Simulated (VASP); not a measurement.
# GaN (rocksalt type) (Fm-3m) in VASP: a series of runs

Runs on GaN (rocksalt type). Level: PBE. Tasks: single point.

Everything below comes from runs of VASP 6.6.1. Logs are shortened: lines on timing, memory, paths and dates and some standing lists are left out, and cuts for length are marked.

### 1 The cell of the first run

The structure is cubic, space group Fm-3m (No. 225). The conventional cell has a = 4.058 Å, b = 4.058 Å, c = 4.058 Å, α = 90.00°, β = 90.00°, γ = 90.00°. Within 2.7 Å of Ga (site symmetry m-3m) lie 6 N at 2.03 Å. Within 2.7 Å of N (site symmetry m-3m) lie 6 Ga at 2.03 Å.

### 2 Single point, PBE

File INCAR:

```
ALGO = Normal
EDIFF = 1E-6
ENCUT = 520
GGA = PE
ISIF = 2
ISMEAR = -1
LASPH = True
LCHARG = False
LREAL = False
LWAVE = False
NBANDS = 16
NELM = 100
PREC = Accurate
SIGMA = 0.08
```

File KPOINTS:

```
k-points
0
Gamma
  16 16 16
```

File POSCAR:

```
GaN
1.0
    0.0000000000      2.0289527183      2.0289527183
    2.0289527183      0.0000000000      2.0289527183
    2.0289527183      2.0289527183      0.0000000000
Ga N
1 1
Direct
    0.0000000000      0.0000000000      0.0000000000
    0.5000000000      0.5000000000      0.5000000000
```

Potentials or basis: VASP PAW PBE potentials, release 64 (Ga_d, N).

The run is started by

```
$ cat potpaw_PBE.64/Ga_d/POTCAR potpaw_PBE.64/N/POTCAR > POTCAR
$ mpirun -np 1 vasp_std > vasp.out
```

OUTCAR:

```text
EDIFF = 1E-6
   ENCUT = 520
   GGA = PE
   ISIF = 2
   ISMEAR = -1
   LASPH = True
   LREAL = False
   NELM = 100
   PREC = Accurate

 ion  position               nearest neighbor table
   1  0.000  0.000  0.000-   2 2.03   2 2.03   2 2.03   2 2.03   2 2.03   2 2.03
   2  0.500  0.500  0.500-   1 2.03   1 2.03   1 2.03   1 2.03   1 2.03   1 2.03

  LATTYP: Found a face centered cubic cell.
 ALAT       =     4.0579054366

  Lattice vectors:

 A1 = (   0.0000000000,   2.0289527183,   2.0289527183)
 A2 = (   2.0289527183,   0.0000000000,   2.0289527183)
 A3 = (   2.0289527183,   2.0289527183,   0.0000000000)

Analysis of symmetry for initial positions (statically):
=====================================================================
 Subroutine PRICEL returns:
 Original cell was already a primitive cell.

 Routine SETGRP: Setting up the symmetry group for a
 face centered cubic supercell.

 Subroutine GETGRP returns: Found 48 space group operations
 (whereof 48 operations were pure point group operations)
 out of a pool of 48 trial point group operations.

The static configuration has the point symmetry O_h .

Analysis of symmetry for dynamics (positions and initial velocities):
=====================================================================
 Subroutine PRICEL returns:
 Original cell was already a primitive cell.

 Routine SETGRP: Setting up the symmetry group for a
 face centered cubic supercell.

 Subroutine GETGRP returns: Found 48 space group operations
 (whereof 48 operations were pure point group operations)
 out of a pool of 48 trial point group operations.

The dynamic configuration has the point symmetry O_h .

 Subroutine INISYM returns: Found 48 space group operations
 (whereof 48 operations are pure point group operations),
 and found     1 'primitive' translations

----------------------------------------------------------------------------------------

                                     Primitive cell

  volume of cell :      16.7050

  direct lattice vectors                    reciprocal lattice vectors
     0.000000000  2.028952718  2.028952718    -0.246432554  0.246432554  0.246432554
     2.028952718  0.000000000  2.028952718     0.246432554 -0.246432554  0.246432554
     2.028952718  2.028952718  0.000000000     0.246432554  0.246432554 -0.246432554

  length of vectors
     2.869372452  2.869372452  2.869372452     0.426833704  0.426833704  0.426833704

[... 73 lines left out ...]
   ICHARG =      2    charge: 1-file 2-atom 10-const
   ISPIN  =      1    spin polarized calculation?
   LNONCOLLINEAR =      F non collinear calculations
   LSORBIT =      F    spin-orbit coupling
   LASPH  =      T    aspherical Exc in radial PAW
   ENCUT  =  520.0 eV  38.22 Ry    6.18 a.u.   5.34  5.34  5.34*2*pi/ulx,y,z
   NELM   =    100;   NELMIN=  2; NELMDL= -5     # of ELM steps
   EDIFF  = 0.1E-05   stopping-criterion for ELM
   LREAL  =      F    real-space projection
   EDIFFG = 0.1E-04   stopping-criterion for IOM
   NSW    =      0    number of steps for IOM
   IBRION =     -1    ionic relax: 0-MD 1-quasi-New 2-CG
   NFREE  =      0    steps in history (QN), initial steepest desc. (CG)
   ISIF   =      2    stress and relaxation
   ISYM   =      2    0-nonsym 1-usesym 2-fastsym
   POTIM  = 0.5000    time-step for ionic-motion
   TEBEG  =    0.0;   TEEND  =   0.0 temperature during run
   PSTRESS=    0.0 pullay stress
   NELECT =      18.0000    total number of electrons
   NUPDOWN=      -1.0000    fix difference up-down
   EMIN   =  10.00;   EMAX   =-10.00  energy-range for DOS
   EFERMI =   0.00;   METHOD = LEGACY
   ISMEAR =    -1;   SIGMA  =   0.08  broadening in eV -4-tet -1-fermi 0-gaus
   EFERMI_NEDOS =   21; number of points for ismear=-14 and -15
   IALGO  =     38    algorithm
   IMIX   =      4    mixing-type and parameters
     AMIX     =   0.40;   BMIX     =  1.00
     AMIX_MAG =   1.60;   BMIX_MAG =  1.00
  volume/ion in A,a.u.               =       8.35        56.37
  Fermi-wavevector in a.u.,A,eV,Ry     =   1.678355  3.171630 38.325903  2.816874
  Thomas-Fermi vector in A             =   2.762459
   LORBIT       =      0    0 simple, 1 ext, 2 COOP (PROOUT), +10 PAW based schemes
   GGA     = PE    functional components
   LHFCALC =     F    Hartree Fock is set to
   AEXX    =    0.0000 exact exchange contribution
   IVDW    =     0    specifies the selected vdW correction
   LEPSILON=     F    determine dielectric tensor
   LRPA    =     F    only Hartree local field effects (RPA)
 non-spin polarized calculation
  energy-cutoff  :      520.00
  volume of cell :       16.70
 maximum number of plane-waves:       464
 NGX is ok and might be reduce to    24
   NGX = 11   NGY = 11   NGZ = 11

 number of electron      18.0000006 magnetization

 Free energy of the ion-electron system (eV)
  ---------------------------------------------------
  ext. energy  EPLUGINS =         0.00000000
  ---------------------------------------------------
  free energy    TOTEN  =       -10.85506268 eV

  energy without entropy =      -10.85506046  energy(sigma->0) =      -10.85506157

 E-fermi :  10.3592     XC(G=0): -13.7922

 val. band max:        9.5271699058   @ k =  -0.1875   0.1875   0.0000
 cond. band min:      10.9310462977   @ k =   0.5000   0.5000   0.0000
 fundamental gap:      1.4038763918
 Fermi energy:        10.3591727717

 k-point     1 :       0.0000    0.0000    0.0000
  band No.  band energies     occupation
      1      -9.0899      2.00000
      2      -4.4548      2.00000
      3      -4.4548      2.00000
      4      -4.4548      2.00000
      5      -4.3253      2.00000
      6      -4.3253      2.00000
[... 433 lines left out ...]
      3      -4.4423      2.00000
      4      -4.4376      2.00000
      5      -4.3689      2.00000
      6      -4.3248      2.00000
[... 8 lines left out ...]
     15      27.1147      0.00000
     16      27.6809      0.00000

 [... further k-points ...]
[... 5 lines left out ...]
  --------------------------------------------------------------------------------------
  -------------------------------------------------------------------------------------
  Total        4.8060369      4.8060369      4.8060369     -0.0000000     -0.0000000      0.0000000
  in kB      460.9479678    460.9479678    460.9479678     -0.0000000     -0.0000000      0.0000000
  external PRESSURE =     460.9479678 kB  Pullay stress =       0.0000000 kB

 VOLUME and BASIS-vectors are now :
 -----------------------------------------------------------------------------
  energy-cutoff  :      520.00
  volume of cell :       16.70
      direct lattice vectors                 reciprocal lattice vectors
     0.000000000  2.028952718  2.028952718    -0.246432554  0.246432554  0.246432554
     2.028952718  0.000000000  2.028952718     0.246432554 -0.246432554  0.246432554
     2.028952718  2.028952718  0.000000000     0.246432554  0.246432554 -0.246432554

 POSITION                                       TOTAL-FORCE (eV/Angst)
 -----------------------------------------------------------------------------------
      0.00000      0.00000      0.00000        -0.000000     -0.000000      0.000000
      2.02895      2.02895      2.02895         0.000000      0.000000     -0.000000
 -----------------------------------------------------------------------------------
    total drift:                                0.000000     -0.000000     -0.000000

  FREE ENERGIE OF THE ION-ELECTRON SYSTEM (eV)
  ---------------------------------------------------
  free  energy   TOTEN  =       -10.8550626770 eV

  energy  without entropy=      -10.8550604566  energy(sigma->0) =      -10.85506157
```

stdout:

```text
POSCAR found type information on POSCAR GaN
 POSCAR found :  2 types and       2 ions
 scaLAPACK will be used
 LDA part: xc-table for (Slater+PW92), standard interpolation
 POSCAR, INCAR and KPOINTS ok, starting setup
 FFT: planning ... GRIDC
 FFT: planning ... GRID_SOFT
 FFT: planning ... GRID
 WAVECAR not read
 entering main loop
```

Wall time 17 s (1 thread of Intel Xeon 6975P-C (Granite Rapids), shared host); peak memory 0.17 GiB.

What came out:

```
Free energy            : -10.8551 eV
Pressure               : 46.1 GPa
Band gap on the k mesh : 1.40 eV, indirect (least direct gap 4.40 eV)
```

### 3 Single point, PBE

File INCAR:

```
SYSTEM = GaN
  ALGO = Normal
  EDIFF = 1E-6
  ENCUT = 520
  GGA = PE
  ISIF = 2
  ISMEAR = -1
  LASPH = .True.
  LCHARG = .True.
  LELF = .True.
  LREAL = .False.
  LVHAR = .True.
  LWAVE = .False.
  NBANDS = 16
  NELM = 80
  PREC = Accurate
  SIGMA = 0.08
```

File KPOINTS:

```
k-points
0
Gamma
  16 16 16
  0 0 0
```

POSCAR is that of step 2.

Potentials or basis: VASP PAW PBE potentials, release 64 (Ga_d, N).

The run is started by

```
$ cat potpaw_PBE.64/Ga_d/POTCAR potpaw_PBE.64/N/POTCAR > POTCAR
$ mpirun -np 1 vasp_std > vasp.out
```

Run time: 15 s. Hardware: 1 thread of Intel Xeon 6975P-C (Granite Rapids), shared host; peak memory 0.16 GiB.

Results (log left out):

* Free energy: -10.8551 eV
* Pressure: 46.1 GPa
* Band gap on the k mesh: 1.40 eV, indirect (least direct gap 4.40 eV)

Levels at points of the mesh, in eV from the valence-band top:
```csv
k point,band 6,band 7,band 8,band 9,band 10,band 11,band 12,band 13
"(0.00, 0.00, 0.00)",-13.85,-0.67,-0.67,-0.67,3.73,15.46,15.46,15.46
"(0.50, 0.00, 0.00)",-13.67,-8.89,-0.16,-0.16,5.22,9.81,9.81,11.11
"(0.50, 0.50, 0.00)",-10.68,-8.13,-3.54,-3.54,1.40,7.96,13.19,16.16
```

A k mesh can miss the band edges. A hybrid or GW would open this gap; PBE tends to underestimate it.
